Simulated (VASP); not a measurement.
Here is a VASP 6.6.1 calculation.

INCAR

```
SYSTEM = Ge
  PREC = Accurate
  ENCUT = 520
  EDIFF = 1E-7
  ISMEAR = 1
  SIGMA = 0.05
  LREAL = .FALSE.
  LASPH = .TRUE.
  NELM = 100
  ALGO = Normal
  ISIF = 2
  LWAVE = .FALSE.
  LCHARG = .FALSE.
  GGA = CA
  NBANDS = 13
```

File KPOINTS:

```
Automatic mesh
0
G
  10 10 9
  0 0 0
```

The input POSCAR:

```
Ge
1.0
    1.3971490000     -2.6005160000      0.0000000000
    1.3971490000      2.6005160000      0.0000000000
    0.0000000000      0.0000000000      2.6982310000
Ge
1
Direct
    0.5000000000      0.5000000000      0.0000000000
```

Potentials or basis: VASP PAW LDA potentials, release 64 (Ge_d).

The run is started by

```sh
$ cat potpaw_LDA.64/Ge_d/POTCAR > POTCAR
$ mpirun -np 1 vasp_std > vasp.out
```

Problem. What does it give for the pressure?

Solution. -5.5 GPa.

Problem. Predict the band gap on the k mesh.

Solution. Zero (bands 7 and 8 overlap by 8.91 eV).

Stress tensor (GPa, compression positive):
```
-4.73  0.00  0.00
 0.00 -4.77  0.00
 0.00  0.00 -7.09
```

Caveat: the cell stands under tension.
